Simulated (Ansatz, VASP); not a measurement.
One calculation of ZnS, two programs

```xyz
2
Lattice="0.0270 2.7182 2.7182 2.7182 0.0270 2.7182 2.7182 2.7182 0.0270" Properties=species:S:1:pos:R:3 pbc="T T T"
Zn    0.0000    0.0000    0.0000
S     4.0975    4.0975    4.0975
```

Change from the starting cell: equal xy, yz and zx shear strains of +1 %, crystal datasets.

Alike in both runs: task electric field gradients; functional PBE; k mesh 8 × 8 × 8; occupations fermi-dirac, width 0.01 eV; no spin polarisation.

```csv
,VASP,Ansatz
version,VASP 6.6.1,Ansatz 0.2.0
potentials or method,"VASP PAW PBE potentials, release 64 (Zn, S), cutoff 520 eV","all-electron PAW with datasets made for the crystal, scalar-relativistic"
```

```tsv
	VASP	Ansatz	Ansatz less VASP
gap on the k mesh at the Fermi level (eV)	2.08	2.08	-0.002
pressure (GPa)	1.6	1.4	-0.15
traceless stress, the component that is largest in VASP (GPa)	-0.67	-0.67	+0.006
rms of the force components (eV/Å)	0.053	0.052	-0.0010
size of Vzz on the site where it differs most (V/Å²)	6.3	5.9	-0.37
```

Atom by atom the forces differ by 0.001 eV/Å (rms over components). Ansatz ran all-electron here, and VASP with PAW potentials.
